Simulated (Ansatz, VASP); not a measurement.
# One calculation of NaF, two programs

INCAR

```
SYSTEM = NaF
PREC = Accurate
ENCUT = 520
EDIFF = 1E-6
ISMEAR = 0
SIGMA = 0.05
LREAL = .False.
LASPH = .True.
NELM = 80
ALGO = Normal
ISIF = 2
LWAVE = .False.
LCHARG = .True.
GGA = PS
LELF = .True.
LVHAR = .True.
NBANDS = 14
```

The input KPOINTS:

```
regular mesh
0
Gamma
  8 8 8
  0 0 0
```

The input POSCAR:

```
NaF
1.0
    0.0000000000      2.3233000000      2.3233000000
    2.3233000000      0.0000000000      2.3233000000
    2.3233000000      2.3233000000      0.0000000000
Na F
1 1
Direct
    0.0217441349      0.0217441349      0.0217441349
    0.5000000000      0.5000000000      0.5000000000
```

Input for Ansatz:

```yaml
crystal:
  lattice:
    - [0.0, 2.3233, 2.3233]
    - [2.3233, 0.0, 2.3233]
    - [2.3233, 2.3233, 0.0]
  atoms:
    - { symbol: Na, position: [0.0217441349, 0.0217441349, 0.0217441349] }
    - { symbol: F, position: [0.5, 0.5, 0.5] }
basis:
  ecutwfc: 420
kpoints:
  mp_grid: { grid: [8, 8, 8] }
hamiltonian:
  xc: pbesol
scf:
  occupations: { method: gaussian, width: 0.05 }
output:
  forces: true
  stress: true
  eigenvalues: true
```

Change from the starting cell: all Na atoms moved +0.175 Å, as atom 1 along Cartesian [1 1 1].

Alike in both runs: task single point; functional PBEsol; k mesh 8 × 8 × 8; occupations gaussian, width 0.05 eV; no spin polarisation.

|  | VASP | Ansatz |
| --- | --- | --- |
| version | VASP 6.6.1 | Ansatz 0.2.0 |
| potentials or method | VASP PAW PBE potentials, release 64 (Na_pv, F), cutoff 520 eV | scalar-relativistic, plane waves, PAW |
| valence electrons in the cell | 14 | 16 |

```tsv
	VASP	Ansatz	Ansatz less VASP
gap on the k mesh at the Fermi level (eV)	6.12	6.14	+0.022
least direct gap on the mesh (eV)	6.12	6.14	+0.022
pressure (GPa)	0.3	0.3	+0.06
traceless stress, the component that is largest in VASP (GPa)	-0.25	-0.23	+0.014
rms of the force components (eV/Å)	0.218	0.209	-0.0094
```

VASP's potentials were made for PBE, not for PBEsol. Atom by atom the forces differ by 0.009 eV/Å (rms over components). With one functional, cell and mesh, what is left measures potentials, basis and numerics. VASP's potentials hold 14 valence electrons a cell and Ansatz's 16, so a difference there can come from the potentials and not from the codes.
